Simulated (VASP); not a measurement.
# Na2BiWO6 (Fm-3m) in VASP: single point with PBE

Aim: the single point of Na2BiWO6 with PBE.

Program: VASP 6.6.1. These are calculated values, not measurements. Logs are shortened: lines on timing, memory, paths and dates and some standing lists are left out, and cuts for length are marked.

### Step 1. The cell of the first run

The structure is cubic, space group Fm-3m (No. 225). Conventional cell: a = 8.303 Å, b = 8.303 Å, c = 8.303 Å, α = 90.00°, β = 90.00°, γ = 90.00°. Na (site symmetry -43m) has 12 O at 2.94 Å and 4 Bi at 3.60 Å and 4 W at 3.60 Å within 3.9 Å. Within 2.9 Å of Bi (site symmetry m-3m) lie 6 O at 2.21 Å. W (site symmetry m-3m) has 6 O at 1.94 Å within 2.6 Å. Within 2.6 Å of O (site symmetry 4mm) lie 1 W at 1.94 Å and 1 Bi at 2.21 Å.

### Step 2. Single point, PBE

The input, INCAR:

```
SYSTEM = Na2BiWO6
  PREC = Accurate
  ENCUT = 520
  EDIFF = 1E-6
  ISMEAR = -1
  SIGMA = 0.05
  LREAL = .FALSE.
  LASPH = .TRUE.
  NELM = 60
  ALGO = Normal
  ISIF = 2
  LWAVE = .FALSE.
  LCHARG = .FALSE.
  GGA = PE
  NBANDS = 50
```

The input, KPOINTS:

```
Automatic mesh
0
G
  6 6 6
  0 0 0
```

The input, POSCAR:

```
Na2BiWO6
1.0
    0.0000000000      4.1517123100      4.1517123100
    4.1517123100      0.0000000000      4.1517123100
    4.1517123100      4.1517123100      0.0000000000
Na Bi W O
2 1 1 6
Direct
    0.2500000000      0.2500000000      0.2500000000
    0.7500000000      0.7500000000      0.7500000000
    0.0000000000      0.0000000000      0.0000000000
    0.5000000000      0.5000000000      0.5000000000
    0.7336750300      0.2663249700      0.2663249700
    0.2663249700      0.7336750300      0.7336750300
    0.2663249700      0.7336750300      0.2663249700
    0.7336750300      0.2663249700      0.7336750300
    0.2663249700      0.2663249700      0.7336750300
    0.7336750300      0.7336750300      0.2663249700
```

Potentials or basis: VASP PAW PBE potentials, release 64 (Na_pv, Bi_d, W_sv, O).

On the command line:

```
cat potpaw_PBE.64/Na_pv/POTCAR potpaw_PBE.64/Bi_d/POTCAR potpaw_PBE.64/W_sv/POTCAR potpaw_PBE.64/O/POTCAR > POTCAR
mpirun -np 1 vasp_std > vasp.out
```

OUTCAR:

```text
SYSTEM = Na2BiWO6
   PREC = Accurate
   ENCUT = 520
   EDIFF = 1E-6
   ISMEAR = -1
   LREAL = .FALSE.
   LASPH = .TRUE.
   NELM = 60
   ISIF = 2
   GGA = PE

 ion  position               nearest neighbor table
   1  0.250  0.250  0.250-
   2  0.750  0.750  0.750-
   3  0.000  0.000  0.000-   5 2.21   6 2.21   7 2.21   8 2.21   9 2.21  10 2.21
   4  0.500  0.500  0.500-   5 1.94   6 1.94   7 1.94   8 1.94   9 1.94  10 1.94
   5  0.734  0.266  0.266-   4 1.94   3 2.21
   6  0.266  0.734  0.734-   4 1.94   3 2.21
   7  0.266  0.734  0.266-   4 1.94   3 2.21
   8  0.734  0.266  0.734-   4 1.94   3 2.21
   9  0.266  0.266  0.734-   4 1.94   3 2.21
  10  0.734  0.734  0.266-   4 1.94   3 2.21

  LATTYP: Found a face centered cubic cell.
 ALAT       =     8.3034246200

  Lattice vectors:

 A1 = (   0.0000000000,   4.1517123100,   4.1517123100)
 A2 = (   4.1517123100,   0.0000000000,   4.1517123100)
 A3 = (   4.1517123100,   4.1517123100,   0.0000000000)

Analysis of symmetry for initial positions (statically):
=====================================================================
 Subroutine PRICEL returns:
 Original cell was already a primitive cell.

 Routine SETGRP: Setting up the symmetry group for a
 face centered cubic supercell.

 Subroutine GETGRP returns: Found 48 space group operations
 (whereof 48 operations were pure point group operations)
 out of a pool of 48 trial point group operations.

The static configuration has the point symmetry O_h .

Analysis of symmetry for dynamics (positions and initial velocities):
=====================================================================
 Subroutine PRICEL returns:
 Original cell was already a primitive cell.

 Routine SETGRP: Setting up the symmetry group for a
 face centered cubic supercell.

 Subroutine GETGRP returns: Found 48 space group operations
 (whereof 48 operations were pure point group operations)
 out of a pool of 48 trial point group operations.

The dynamic configuration has the point symmetry O_h .

 Subroutine INISYM returns: Found 48 space group operations
 (whereof 48 operations are pure point group operations),
 and found     1 'primitive' translations

----------------------------------------------------------------------------------------

                                     Primitive cell

  volume of cell :     143.1238

  direct lattice vectors                    reciprocal lattice vectors
     0.000000000  4.151712310  4.151712310    -0.120432237  0.120432237  0.120432237
     4.151712310  0.000000000  4.151712310     0.120432237 -0.120432237  0.120432237
     4.151712310  4.151712310  0.000000000     0.120432237  0.120432237 -0.120432237

  length of vectors
     5.871407856  5.871407856  5.871407856     0.208594753  0.208594753  0.208594753

  position of ions in fractional coordinates (direct lattice)
     0.250000000  0.250000000  0.250000000
     0.750000000  0.750000000  0.750000000
     0.000000000  0.000000000  0.000000000
     0.500000000  0.500000000  0.500000000
     0.733675030  0.266324970  0.266324970
     0.266324970  0.733675030  0.733675030
     0.266324970  0.733675030  0.266324970
     0.733675030  0.266324970  0.733675030
     0.266324970  0.266324970  0.733675030
     0.733675030  0.733675030  0.266324970

  ion indices of the primitive-cell ions
   primitive index   ion index
                 1           1
                 2           2
                 3           3
                 4           4
                 5           5
                 6           6
                 7           7
                 8           8
                 9           9
                10          10

----------------------------------------------------------------------------------------

 KPOINTS: Automatic mesh

Automatic generation of k-mesh.
 Grid dimensions read from file:
 generate k-points for:    6    6    6

 Generating k-lattice:

  Cartesian coordinates                     Fractional coordinates (reciprocal lattice)
    -0.020072039  0.020072039  0.020072039     0.166666667  0.000000000  0.000000000
     0.020072039 -0.020072039  0.020072039     0.000000000  0.166666667  0.000000000
     0.020072039  0.020072039 -0.020072039     0.000000000  0.000000000  0.166666667

  Length of vectors
     0.034765792  0.034765792  0.034765792

  Shift w.r.t. Gamma in fractional coordinates (k-lattice)
     0.000000000  0.000000000  0.000000000

 Subroutine IBZKPT returns following result:
 ===========================================

 Found     16 irreducible k-points:

 Following reciprocal coordinates:
            Coordinates               Weight
  0.000000  0.000000  0.000000      1.000000
  0.166667  0.000000  0.000000      8.000000
  0.333333  0.000000  0.000000      8.000000
  0.500000  0.000000  0.000000      4.000000
  0.166667  0.166667  0.000000      6.000000
  0.333333  0.166667  0.000000     24.000000
[... 8 lines left out ...]
 -0.333333  0.333333  0.166667     24.000000
 -0.333333  0.500000  0.166667     12.000000
   k-points           NKPTS =     16   k-points in BZ     NKDIM =     16   number of bands    NBANDS=     50
   number of dos      NEDOS =    301   number of ions     NIONS =     10
   total plane-waves  NPLWV = 110592
   dimension x,y,z NGX =    48 NGY =   48 NGZ =   48
   dimension x,y,z NGXF=    96 NGYF=   96 NGZF=   96
   ions per type =               2   1   1   6
   NGX,Y,Z   is equivalent  to a cutoff of  13.59, 13.59, 13.59 a.u.
   NGXF,Y,Z  is equivalent  to a cutoff of  27.18, 27.18, 27.18 a.u.
 SYSTEM =  Na2BiWO6
   PREC   = accura    normal or accurate (medium, high low for compatibility)
   ISTART =      0    job   : 0-new  1-cont  2-samecut
   ICHARG =      2    charge: 1-file 2-atom 10-const
   ISPIN  =      1    spin polarized calculation?
   LNONCOLLINEAR =      F non collinear calculations
   LSORBIT =      F    spin-orbit coupling
   LASPH  =      T    aspherical Exc in radial PAW
   ENCUT  =  520.0 eV  38.22 Ry    6.18 a.u.  10.92 10.92 10.92*2*pi/ulx,y,z
   NELM   =     60;   NELMIN=  2; NELMDL= -5     # of ELM steps
   EDIFF  = 0.1E-05   stopping-criterion for ELM
   LREAL  =      F    real-space projection
   EDIFFG = 0.1E-04   stopping-criterion for IOM
   NSW    =      0    number of steps for IOM
   IBRION =     -1    ionic relax: 0-MD 1-quasi-New 2-CG
   NFREE  =      0    steps in history (QN), initial steepest desc. (CG)
   ISIF   =      2    stress and relaxation
   ISYM   =      2    0-nonsym 1-usesym 2-fastsym
   POTIM  = 0.5000    time-step for ionic-motion
   TEBEG  =    0.0;   TEEND  =   0.0 temperature during run
   PSTRESS=    0.0 pullay stress
   NELECT =      79.0000    total number of electrons
   NUPDOWN=      -1.0000    fix difference up-down
   EMIN   =  10.00;   EMAX   =-10.00  energy-range for DOS
   EFERMI =   0.00;   METHOD = LEGACY
   ISMEAR =    -1;   SIGMA  =   0.05  broadening in eV -4-tet -1-fermi 0-gaus
   EFERMI_NEDOS =   21; number of points for ismear=-14 and -15
   IALGO  =     38    algorithm
   IMIX   =      4    mixing-type and parameters
     AMIX     =   0.40;   BMIX     =  1.00
     AMIX_MAG =   1.60;   BMIX_MAG =  1.00
  volume/ion in A,a.u.               =      14.31        96.58
  Fermi-wavevector in a.u.,A,eV,Ry     =   1.342909  2.537730 24.536812  1.803405
  Thomas-Fermi vector in A             =   2.471025
   LORBIT       =      0    0 simple, 1 ext, 2 COOP (PROOUT), +10 PAW based schemes
   GGA     = PE    functional components
   LHFCALC =     F    Hartree Fock is set to
   AEXX    =    0.0000 exact exchange contribution
   IVDW    =     0    specifies the selected vdW correction
   LEPSILON=     F    determine dielectric tensor
   LRPA    =     F    only Hartree local field effects (RPA)
 non-spin polarized calculation
  energy-cutoff  :      520.00
  volume of cell :      143.12
 maximum number of plane-waves:      3892
 NGX is ok and might be reduce to    48
   NGX = 21   NGY = 21   NGZ = 21

 number of electron      78.9999988 magnetization

 Free energy of the ion-electron system (eV)
  ---------------------------------------------------
  ext. energy  EPLUGINS =         0.00000000
  ---------------------------------------------------
  free energy    TOTEN  =       -65.67622966 eV

  energy without entropy =      -65.65776991  energy(sigma->0) =      -65.66699979

 E-fermi :   3.1449     XC(G=0):  -9.7691

 val. band max:        3.0976307008   @ k =   0.5000   0.3333   0.1667
 cond. band min:       3.2677968093   @ k =   0.3333   0.1667   0.0000
 fundamental gap:      0.1701661085
 Fermi energy:         3.1449390421

 k-point     1 :       0.0000    0.0000    0.0000
  band No.  band energies     occupation
      1     -72.2491      2.00000
      2     -36.3962      2.00000
      3     -36.3962      2.00000
      4     -36.3962      2.00000
      5     -19.8198      2.00000
      6     -19.8198      2.00000
[... 42 lines left out ...]
     49      11.2701      0.00000
     50      11.2701      0.00000

 k-point     2 :       0.1667    0.0000    0.0000
  band No.  band energies     occupation
      1     -72.2491      2.00000
      2     -36.3962      2.00000
      3     -36.3962      2.00000
      4     -36.3962      2.00000
      5     -19.8195      2.00000
      6     -19.8195      2.00000
[... 42 lines left out ...]
     49      11.6604      0.00000
     50      11.6605      0.00000

 k-point     3 :       0.3333    0.0000    0.0000
  band No.  band energies     occupation
      1     -72.2491      2.00000
      2     -36.3962      2.00000
      3     -36.3962      2.00000
      4     -36.3962      2.00000
      5     -19.8188      2.00000
      6     -19.8186      2.00000
[... 42 lines left out ...]
     49      12.1823      0.00000
     50      12.1940      0.00000

 k-point     4 :       0.5000    0.0000    0.0000
  band No.  band energies     occupation
      1     -72.2491      2.00000
      2     -36.3963      2.00000
      3     -36.3962      2.00000
      4     -36.3962      2.00000
      5     -19.8183      2.00000
      6     -19.8181      2.00000
[... 575 lines left out ...]
 k-point    15 :      -0.3333    0.3333    0.1667
  band No.  band energies     occupation
      1     -72.2491      2.00000
      2     -36.3962      2.00000
      3     -36.3962      2.00000
      4     -36.3962      2.00000
      5     -19.8232      2.00000
      6     -19.8220      2.00000
[... 42 lines left out ...]
     49      11.4155      0.00000
     50      11.6277      0.00000

 k-point    16 :      -0.3333    0.5000    0.1667
  band No.  band energies     occupation
      1     -72.2491      2.00000
      2     -36.3962      2.00000
      3     -36.3962      2.00000
      4     -36.3962      2.00000
      5     -19.8249      2.00000
      6     -19.8220      2.00000
[... 42 lines left out ...]
     49      11.1609      0.00000
     50      11.4517      0.00000

------------------------ aborting loop because EDIFF is reached ----------------------------------------

  FORCE on cell =-STRESS in cart. coord.  units (eV):
  Direction    XX          YY          ZZ          XY          YZ          ZX
  --------------------------------------------------------------------------------------
  -------------------------------------------------------------------------------------
  Total       -1.7570265     -1.7570265     -1.7570265      0.0000000      0.0000000     -0.0000000
  in kB      -19.6687669    -19.6687669    -19.6687669      0.0000000      0.0000000     -0.0000000
  external PRESSURE =     -19.6687669 kB  Pullay stress =       0.0000000 kB

 VOLUME and BASIS-vectors are now :
 -----------------------------------------------------------------------------
  energy-cutoff  :      520.00
  volume of cell :      143.12
      direct lattice vectors                 reciprocal lattice vectors
     0.000000000  4.151712310  4.151712310    -0.120432237  0.120432237  0.120432237
     4.151712310  0.000000000  4.151712310     0.120432237 -0.120432237  0.120432237
     4.151712310  4.151712310  0.000000000     0.120432237  0.120432237 -0.120432237

 POSITION                                       TOTAL-FORCE (eV/Angst)
 -----------------------------------------------------------------------------------
      2.07586      2.07586      2.07586         0.000000      0.000000      0.000000
      6.22757      6.22757      6.22757        -0.000000     -0.000000     -0.000000
      0.00000      0.00000      0.00000        -0.000000      0.000000      0.000000
      4.15171      4.15171      4.15171         0.000000      0.000000      0.000000
      2.21141      4.15171      4.15171         0.419661      0.000000      0.000000
      6.09202      4.15171      4.15171        -0.419661      0.000000      0.000000
      4.15171      2.21141      4.15171         0.000000      0.419661      0.000000
      4.15171      6.09202      4.15171         0.000000     -0.419661      0.000000
      4.15171      4.15171      2.21141         0.000000      0.000000      0.419661
      4.15171      4.15171      6.09202         0.000000      0.000000     -0.419661
 -----------------------------------------------------------------------------------
    total drift:                                0.000000      0.000000      0.000000

  FREE ENERGIE OF THE ION-ELECTRON SYSTEM (eV)
  ---------------------------------------------------
  free  energy   TOTEN  =       -65.6762296627 eV

  energy  without entropy=      -65.6577699103  energy(sigma->0) =      -65.66699979
```

It took 2.6 min on 1 thread of Intel Xeon Platinum 8259CL at 2.50GHz (Skylake/Cascade Lake), shared host; peak memory 0.38 GiB.

What came out:

```
Free energy            : -65.6762 eV
Pressure               : -2.0 GPa
Largest force          : 0.420 eV/Å
Band gap on the k mesh : zero (an odd number of electrons rules out a gap without spin polarisation)
```

Forces in eV/Å, atoms in the order of the input:
```
Na   0.000  0.000  0.000
Na   0.000  0.000  0.000
Bi   0.000  0.000  0.000
W    0.000  0.000  0.000
O    0.420  0.000  0.000
O   -0.420  0.000  0.000
O    0.000  0.420  0.000
O    0.000 -0.420  0.000
O    0.000  0.000  0.420
O    0.000  0.000 -0.420
```

Levels at points of the mesh, in eV from the Fermi level:
| k point | band 37 | band 38 | band 39 | band 40 | band 41 | band 42 | band 43 | band 44 |
| --- | --- | --- | --- | --- | --- | --- | --- | --- |
| (0.00, 0.00, 0.00) | -0.89 | -0.67 | -0.67 | -0.67 | 2.43 | 2.43 | 2.43 | 4.03 |
| (0.50, 0.00, 0.00) | -1.34 | -1.33 | -1.00 | 0.95 | 2.12 | 2.69 | 2.69 | 5.09 |
| (0.50, 0.50, 0.00) | -1.58 | -1.53 | -1.53 | -0.68 | 2.39 | 3.22 | 3.22 | 5.88 |

Caveat: spin-orbit coupling is left out, which moves the levels of the heavy elements; an odd number of electrons without spin polarisation forces a metal; a magnetic or distorted state may lie lower.
